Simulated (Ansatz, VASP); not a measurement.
## Ag in VASP and in Ansatz

```
Ag
1.0
    -1.64118    1.64118    1.64118
     1.64118   -1.64118    1.64118
     1.64118    1.64118   -1.64118
Ag
1
Direct
  0.00000 0.00000 0.00000
```

Alike in both runs: task single point; functional PBE; k mesh 8 × 8 × 8; occupations gaussian, width 0.05 eV; no spin polarisation.

|  | VASP | Ansatz |
| --- | --- | --- |
| version | VASP 6.6.1 | Ansatz 0.2.0 |
| potentials or method | VASP PAW PBE potentials, release 64 (Ag), cutoff 520 eV | scalar-relativistic, plane waves, PAW |
| valence electrons in the cell | 11 | 19 |

```tsv
	VASP	Ansatz	Ansatz less VASP
gap on the k mesh at the Fermi level (eV)	none	none	-
pressure (GPa)	1.3	1.5	+0.13
```

A gap of «none» marks a metal or a gap that the smearing closes. VASP's potentials hold 11 valence electrons a cell and Ansatz's 19, so a difference there can come from the potentials and not from the codes.
